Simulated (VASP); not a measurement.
ScHg, 2 atoms in the cell. It takes space group P4/mmm (No. 123, tetragonal). The conventional cell has a = 3.480 Å, b = 3.480 Å, c = 3.550 Å, α = 90.00°, β = 90.00°, γ = 90.00°. Within 4.0 Å of Sc (site symmetry 4/mmm) lie 8 Hg at 3.03 Å and 6 Sc at 3.48 to 3.55 Å. Hg (site symmetry 4/mmm) has 8 Sc at 3.03 Å and 6 Hg at 3.48 to 3.55 Å within 4.0 Å.  This cell differs from its parent crystal: strain +0.0200 x Voigt [0, 0, 1, 0, 0, 0].

```yaml
Program: VASP 6.6.1
Task: single point
Functional: PBEsol
Potentials_or_basis: VASP PAW PBE potentials, release 64 (Sc_sv, Hg)
Cutoff: 520 eV
k_mesh: 14 × 14 × 14
Occupations: gaussian, width 0.15 eV
Spin: no spin polarisation
Dipole_correction: no
Further_INCAR_settings: ALGO = Fast; EDIFF = 1e-06; NBANDS = 18
```

Potentials or basis: VASP PAW PBE potentials, release 64 (Sc_sv, Hg).

Launch:

```console
$ cat potpaw_PBE.64/Sc_sv/POTCAR potpaw_PBE.64/Hg/POTCAR > POTCAR
$ mpirun -np 1 vasp_std > vasp.out
```

Hardware: 1 thread of Oxide Virtual Turin-like Processor, with other jobs on the host.

Q: Estimate the wall time of this run.

A: Wall time 4.5 min on 1 thread of Oxide Virtual Turin-like Processor (shared host), peak memory 0.31 GiB. Counts: scf iterations 15, k points 288.
